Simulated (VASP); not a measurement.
Write the native input for VASP 6.6.1 that does the following.

```yaml
Task: relaxation of shape and atoms at fixed volume
Functional: PBE
Dispersion: D3(BJ)
Potentials_or_basis: VASP PAW PBE potentials, release 64 (Sn_d, O)
Cutoff: 600 eV
k_mesh: 8 × 6 × 6
Occupations: gaussian, width 0.02 eV
Spin: no spin polarisation
Dipole_correction: no
Further_INCAR_settings: ALGO = Normal; EDIFF = 1e-06; IBRION = 2; EDIFFG = -0.01; NSW = 50; ISIF = 4
```

The structure of SnO lies in POSCAR:

```
SnO
1.0
    3.3787961934      0.0000000000      0.0000000000
    0.0000000000      5.7684118054      0.0000000000
    0.0000000000      0.0000000000      3.9601890265
Sn O
2 2
Direct
    0.0000000000      0.2347370267      0.5269398131
    0.5000000000      0.7652629733      0.0269398131
    0.0000000000      0.8833579731      0.7230611869
    0.5000000000      0.1166420269      0.2230611869
```

One way to write it, as run:

INCAR

```
PREC = Accurate ; ENCUT = 600
EDIFF = 1E-6 ; ISMEAR = 0
SIGMA = 0.02 ; LREAL = F
LASPH = T ; NELM = 80
ALGO = Normal ; ISIF = 4
LWAVE = F ; LCHARG = F
GGA = PE ; IVDW = 12
IBRION = 2 ; NSW = 50
EDIFFG = -0.01
```

KPOINTS

```
regular mesh
0
Gamma
  8 6 6
```

Potentials or basis: VASP PAW PBE potentials, release 64 (Sn_d, O).

The run is started by

```sh
$ cat potpaw_PBE.64/Sn_d/POTCAR potpaw_PBE.64/O/POTCAR > POTCAR
$ mpirun -np 1 vasp_std > vasp.out
```

It gave:

| Quantity | Value |
| --- | --- |
| Energy gained by relaxing | 2.3 meV/atom |
| Ionic steps | 10 |
| Pressure after relaxing | -0.6 GPa |
| Largest force after relaxing | 0.005 eV/Å |
| Band gap on the k mesh | 1.39 eV (least direct gap 2.01 eV) |
| Dispersion energy per atom | -0.215 eV |

Caveat: spin-orbit coupling is left out, which moves the levels of the heavy elements.

It took 8.2 min on 1 thread of Oxide Virtual Turin-like Processor (shared host), peak memory 0.29 GiB.
